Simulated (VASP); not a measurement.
# FeH2O (P4/mmm) in VASP: further runs, part 2 of 2

VASP 6.6.1.

## 3. Single point, PBE, collinear spin, ferromagnetic start

This run uses another cell than the first one, of 13.25 Å³/atom, 1.470 times its volume.

INCAR reads:

```
SYSTEM = FeH2O
PREC = Accurate
ENCUT = 520
EDIFF = 1E-7
ISMEAR = 0
SIGMA = 0.1
LREAL = .FALSE.
LASPH = .TRUE.
NELM = 150
ALGO = Normal
ISIF = 2
LWAVE = .FALSE.
LCHARG = .FALSE.
ISPIN = 2
MAGMOM = 4 0 0 0
LORBIT = 11
LMAXMIX = 4
GGA = PE
NBANDS = 20
```

KPOINTS reads:

```
regular mesh
0
G
  4 4 4
  0 0 0
```

POSCAR reads:

```
FeH2O
1.0
    3.7560776800      0.0000000000      0.0000000000
    0.0000000000      3.7560776800      0.0000000000
    0.0000000000      0.0000000000      3.7560776800
Fe H O
1 2 1
Direct
    0.0000000000      0.0000000000      0.0000000000
    0.5000000000      0.0000000000      0.0000000000
    0.0000000000      0.5000000000      0.0000000000
    0.0000000000      0.0000000000      0.5000000000
```

Potentials or basis: VASP PAW PBE potentials, release 64 (Fe, H, O).

Launch:

```
cat potpaw_PBE.64/Fe/POTCAR potpaw_PBE.64/H/POTCAR potpaw_PBE.64/O/POTCAR > POTCAR
mpirun -np 1 vasp_std > vasp.out
```

OUTCAR:

```text
SYSTEM = FeH2O
   PREC = Accurate
   ENCUT = 520
   EDIFF = 1E-7
   ISMEAR = 0
   LREAL = .FALSE.
   LASPH = .TRUE.
   NELM = 150
   ISIF = 2
   ISPIN = 2
   LORBIT = 11
   GGA = PE

 ion  position               nearest neighbor table
   1  0.000  0.000  0.000-   2 1.88   3 1.88   4 1.88   4 1.88   3 1.88   2 1.88
   2  0.500  0.000  0.000-   1 1.88   1 1.88
   3  0.000  0.500  0.000-   1 1.88   1 1.88
   4  0.000  0.000  0.500-   1 1.88   1 1.88

  LATTYP: Found a simple cubic cell.
 ALAT       =     3.7560776800

  Lattice vectors:

 A1 = (   3.7560776800,   0.0000000000,   0.0000000000)
 A2 = (   0.0000000000,   3.7560776800,   0.0000000000)
 A3 = (   0.0000000000,   0.0000000000,   3.7560776800)

Analysis of symmetry for initial positions (statically):
=====================================================================
 Subroutine PRICEL returns:
 Original cell was already a primitive cell.

 Routine SETGRP: Setting up the symmetry group for a
 simple cubic supercell.

 Subroutine GETGRP returns: Found 16 space group operations
 (whereof 16 operations were pure point group operations)
 out of a pool of 48 trial point group operations.

The static configuration has the point symmetry D_4h.

Analysis of symmetry for dynamics (positions and initial velocities):
=====================================================================
 Subroutine PRICEL returns:
 Original cell was already a primitive cell.

 Routine SETGRP: Setting up the symmetry group for a
 simple cubic supercell.

 Subroutine GETGRP returns: Found 16 space group operations
 (whereof 16 operations were pure point group operations)
 out of a pool of 48 trial point group operations.

The dynamic configuration has the point symmetry D_4h.

Analysis of structural, dynamic, and magnetic symmetry:
=====================================================================
 Subroutine PRICEL returns:
 Original cell was already a primitive cell.

 Routine SETGRP: Setting up the symmetry group for a
 simple cubic supercell.

 Subroutine GETGRP returns: Found 16 space group operations
 (whereof 16 operations were pure point group operations)
 out of a pool of 48 trial point group operations.

The overall configuration has the point symmetry D_4h.

 Subroutine INISYM returns: Found 16 space group operations
 (whereof 16 operations are pure point group operations),
 and found     1 'primitive' translations

----------------------------------------------------------------------------------------

                                     Primitive cell

  volume of cell :      52.9912

  direct lattice vectors                    reciprocal lattice vectors
     3.756077680  0.000000000  0.000000000     0.266235175  0.000000000  0.000000000
     0.000000000  3.756077680  0.000000000     0.000000000  0.266235175  0.000000000
     0.000000000  0.000000000  3.756077680     0.000000000  0.000000000  0.266235175

  length of vectors
     3.756077680  3.756077680  3.756077680     0.266235175  0.266235175  0.266235175

  position of ions in fractional coordinates (direct lattice)
     0.000000000  0.000000000  0.000000000
     0.500000000  0.000000000  0.000000000
[... 72 lines left out ...]
   ENCUT  =  520.0 eV  38.22 Ry    6.18 a.u.   6.98  6.98  6.98*2*pi/ulx,y,z
   NELM   =    150;   NELMIN=  2; NELMDL= -5     # of ELM steps
   EDIFF  = 0.1E-06   stopping-criterion for ELM
   LREAL  =      F    real-space projection
   EDIFFG = 0.1E-05   stopping-criterion for IOM
   NSW    =      0    number of steps for IOM
   IBRION =     -1    ionic relax: 0-MD 1-quasi-New 2-CG
   NFREE  =      0    steps in history (QN), initial steepest desc. (CG)
   ISIF   =      2    stress and relaxation
   ISYM   =      2    0-nonsym 1-usesym 2-fastsym
   POTIM  = 0.5000    time-step for ionic-motion
   TEBEG  =    0.0;   TEEND  =   0.0 temperature during run
   PSTRESS=    0.0 pullay stress
   NELECT =      16.0000    total number of electrons
   NUPDOWN=      -1.0000    fix difference up-down
   EMIN   =  10.00;   EMAX   =-10.00  energy-range for DOS
   EFERMI =   0.00;   METHOD = LEGACY
   ISMEAR =     0;   SIGMA  =   0.10  broadening in eV -4-tet -1-fermi 0-gaus
   EFERMI_NEDOS =   21; number of points for ismear=-14 and -15
   IALGO  =     38    algorithm
   IMIX   =      4    mixing-type and parameters
     AMIX     =   0.40;   BMIX     =  1.00
     AMIX_MAG =   1.60;   BMIX_MAG =  1.00
  volume/ion in A,a.u.               =      13.25        89.40
  Fermi-wavevector in a.u.,A,eV,Ry     =   1.098281  2.075451 16.411644  1.206222
  Thomas-Fermi vector in A             =   2.234656
   LORBIT       =     11    0 simple, 1 ext, 2 COOP (PROOUT), +10 PAW based schemes
   GGA     = PE    functional components
   LHFCALC =     F    Hartree Fock is set to
   AEXX    =    0.0000 exact exchange contribution
   IVDW    =     0    specifies the selected vdW correction
   LEPSILON=     F    determine dielectric tensor
   LRPA    =     F    only Hartree local field effects (RPA)
 spin polarized calculation
 Gauss-broadening in eV      SIGMA  =   0.10
  energy-cutoff  :      520.00
  volume of cell :       52.99
 maximum number of plane-waves:      1472
 NGX is ok and might be reduce to    28
   NGX = 13   NGY = 13   NGZ = 13

 number of electron      16.0000000 magnetization       3.2804876

 Free energy of the ion-electron system (eV)
  ---------------------------------------------------
  ext. energy  EPLUGINS =         0.00000000
  ---------------------------------------------------
  free energy    TOTEN  =       -19.53452875 eV

  energy without entropy =      -19.52922555  energy(sigma->0) =      -19.53187715

 E-fermi :  -1.5271     XC(G=0):  -7.9725

 val. band max:       -1.6647876534   @ k =   0.0000   0.5000   0.5000
 cond. band min:      -1.4985015517   @ k =   0.5000   0.0000   0.0000
 fundamental gap:      0.1662861018
 Fermi energy:        -1.5271317648

 spin component 1

 k-point     1 :       0.0000    0.0000    0.0000
  band No.  band energies     occupation
      1     -19.2276      1.00000
      2      -6.8376      1.00000
      3      -5.6482      1.00000
      4      -4.8593      1.00000
      5      -4.6667      1.00000
      6      -4.4889      1.00000
[... 390 lines left out ...]
      6      -3.8780      1.00000
[... 12 lines left out ...]
     19      15.8098      0.00000
     20      22.3965      0.00000
 Fermi energy:        -1.5271317648

 spin component 2

 k-point     1 :       0.0000    0.0000    0.0000
  band No.  band energies     occupation
      1     -18.4702      1.00000
      2      -6.3738      1.00000
      3      -4.7662      1.00000
      4      -4.6146      1.00000
      5      -2.7005      1.00000
      6      -2.7005      1.00000
[... 403 lines left out ...]
     19      16.2428      0.00000
     20      22.6971      0.00000

------------------------ aborting loop because EDIFF is reached ----------------------------------------

  FORCE on cell =-STRESS in cart. coord.  units (eV):
  Direction    XX          YY          ZZ          XY          YZ          ZX
  --------------------------------------------------------------------------------------
  -------------------------------------------------------------------------------------
  Total       -3.3776434     -3.3776434     -7.0046579      0.0000000     -0.0000000      0.0000000
  in kB     -102.1223238   -102.1223238   -211.7843252      0.0000000     -0.0000000      0.0000000
  external PRESSURE =    -138.6763243 kB  Pullay stress =       0.0000000 kB

 VOLUME and BASIS-vectors are now :
 -----------------------------------------------------------------------------
  energy-cutoff  :      520.00
  volume of cell :       52.99
      direct lattice vectors                 reciprocal lattice vectors
     3.756077680  0.000000000  0.000000000     0.266235175  0.000000000  0.000000000
     0.000000000  3.756077680  0.000000000     0.000000000  0.266235175  0.000000000
     0.000000000  0.000000000  3.756077680     0.000000000  0.000000000  0.266235175

 POSITION                                       TOTAL-FORCE (eV/Angst)
 -----------------------------------------------------------------------------------
      0.00000      0.00000      0.00000         0.000000      0.000000      0.000000
      1.87804      0.00000      0.00000         0.000000      0.000000      0.000000
      0.00000      1.87804      0.00000         0.000000      0.000000      0.000000
      0.00000      0.00000      1.87804         0.000000      0.000000      0.000000
 -----------------------------------------------------------------------------------
    total drift:                               -0.000000      0.000000      0.000000

  FREE ENERGIE OF THE ION-ELECTRON SYSTEM (eV)
  ---------------------------------------------------
  free  energy   TOTEN  =       -19.5345287526 eV

  energy  without entropy=      -19.5292255519  energy(sigma->0) =      -19.53187715

 total charge

# of ion       s       p       d       tot
------------------------------------------
    1        0.407   0.482   5.942   6.831
    2        0.466   0.007   0.000   0.473
    3        0.466   0.007   0.000   0.473
    4        1.572   3.309   0.000   4.882
--------------------------------------------------
tot          2.913   3.804   5.942  12.659

 magnetization (x)

# of ion       s       p       d       tot
------------------------------------------
    1        0.024   0.009   2.749   2.781
    2       -0.027   0.001   0.000  -0.027
    3       -0.027   0.001   0.000  -0.027
    4        0.011   0.393   0.000   0.404
--------------------------------------------------
tot         -0.020   0.404   2.749   3.132
```

OSZICAR:

```text
N       E                     dE             d eps       ncg     rms          rms(c)
DAV:   1     0.892533443917E+02    0.89253E+02   -0.72465E+03  1440   0.770E+02
DAV:   2    -0.177038812754E+02   -0.10696E+03   -0.91056E+02  1492   0.186E+02
DAV:   3    -0.270146876637E+02   -0.93108E+01   -0.91560E+01  1744   0.623E+01
[... 12 lines left out ...]
DAV:  16    -0.195345254011E+02   -0.69041E-05   -0.42621E-06  1516   0.158E-02    0.670E-03
DAV:  17    -0.195345284111E+02   -0.30100E-05   -0.18697E-06  1536   0.105E-02    0.374E-03
DAV:  18    -0.195345285985E+02   -0.18739E-06   -0.25776E-07  1624   0.786E-03    0.299E-03
DAV:  19    -0.195345287223E+02   -0.12384E-06   -0.14175E-07  1456   0.424E-03    0.126E-03
DAV:  20    -0.195345287526E+02   -0.30250E-07   -0.18806E-08  1284   0.114E-03
   1 F= -.19534529E+02 E0= -.19531877E+02  d E =-.530320E-02  mag=     3.2805
```

Wall time 25 s (1 thread of AMD EPYC 9R45 (Zen 5), shared host); peak memory 0.16 GiB.

What came out:

| Quantity | Value |
| --- | --- |
| Free energy | -19.5345 eV |
| Pressure | -13.9 GPa |
| Net moment | 3.28 μB per cell |
| Site moments | Fe +2.78; H -0.03; O +0.40 μB |
| Valence electrons inside the program's atomic spheres | Fe 6.83; H 0.47; O 4.88 |

Caveat: the k points lie up to 0.42 Å⁻¹ apart; a cell with one magnetic atom can't hold antiferromagnetic order, which such compounds often take. With open d or f shells a metallic result of PBE can be an artefact of self-interaction; +U or a hybrid may open a gap.
